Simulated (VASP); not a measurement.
Write the native input for VASP 6.6.1 that does the following.

```
Task                   : single point
Functional             : PBE
Potentials or basis    : VASP PAW PBE potentials, release 64 (Br)
Cutoff                 : 520 eV
k mesh                 : 7 × 7 × 3
Occupations            : fermi-dirac, width 0.05 eV
Spin                   : no spin polarisation
Dipole correction      : no
Further INCAR settings : ALGO = Normal; EDIFF = 1e-06; NBANDS = 22
```

The structure of Br lies in POSCAR:

```
Br
1.0
    3.3406771722     -2.3069619464      0.0000000000
    3.3406771722      2.3069619464      0.0000000000
    0.0000000000      0.0000000000      8.6438935422
Br
4
Direct
    0.3651000000      0.6349000000      0.3901000000
    0.1349000000      0.8651000000      0.8901000000
    0.6349000000      0.3651000000      0.6099000000
    0.8651000000      0.1349000000      0.1099000000
```

One way to write it, as run:

INCAR

```
PREC     = Accurate       # precision mode
ENCUT    = 520            # plane-wave cutoff, eV
EDIFF    = 1E-6           # SCF threshold, eV
ISMEAR   = -1             # smearing method
SIGMA    = 0.05           # smearing width, eV
LREAL    = F              # projectors in reciprocal space
LASPH    = T              # aspherical terms in the spheres
NELM     = 80             # most SCF steps
ALGO     = Normal         # electronic algorithm
ISIF     = 2              # what is computed and relaxed
LWAVE    = F              # write WAVECAR
LCHARG   = F              # write CHGCAR
GGA      = PE             # functional
NBANDS   = 22             # bands
```

KPOINTS

```
Automatic mesh
0
Gamma
  7 7 3
```

Potentials or basis: VASP PAW PBE potentials, release 64 (Br).

Launch:

```bash
$ cat potpaw_PBE.64/Br/POTCAR > POTCAR
$ mpirun -np 1 vasp_std > vasp.out
```

It gave:

* Pressure: 2.5 GPa
* Largest force: 1.123 eV/Å
* Band gap on the k mesh: 1.97 eV (least direct gap 1.99 eV)

Caveat: this functional lacks dispersion, which holds the molecules together, so the pressure and a relaxed volume are unreliable; an odd mesh through Γ misses points on the zone boundary, where band edges can lie; forces of over 1 eV/Å act on the atoms, so gaps and moduli don't describe the material at rest.

It took 85 s on 1 thread of AMD EPYC 7R13 (shared host), peak memory 0.22 GiB.
